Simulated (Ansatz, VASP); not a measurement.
**One calculation of BeAs2C, two programs**

```
CELL_PARAMETERS angstrom
3.42471 0.00000 0.00000
0.00000 3.42471 0.00000
0.00000 0.00000 4.89686
ATOMIC_POSITIONS crystal
Be 0.00000 0.00000 0.00000
As 0.00000 0.50000 0.26057
As 0.50000 0.00000 0.73943
C 0.50000 0.50000 0.50000
```

Alike in both runs: task single point; functional r2SCAN; k mesh 6 × 6 × 4; occupations fermi-dirac, width 0.05 eV; no spin polarisation.

```csv
,VASP,Ansatz
version,VASP 6.6.1,Ansatz 0.2.0
potentials or method,"VASP PAW PBE potentials, release 64 (Be, As, C)",plane waves
plane-wave cutoff (eV),520,500
valence electrons in the cell,16,36
```

|  | VASP | Ansatz | Ansatz less VASP |
| --- | --- | --- | --- |
| pressure (GPa) | 0.3 | 0.1 | -0.26 |
| rms of the force components (eV/Å) | 0.012 | 0.017 | +0.0058 |

VASP's potentials were made for PBE, not for r2SCAN. With one functional, cell and mesh, what is left measures potentials, basis and numerics. VASP's potentials hold 16 valence electrons a cell and Ansatz's 36, so a difference there can come from the potentials and not from the codes.
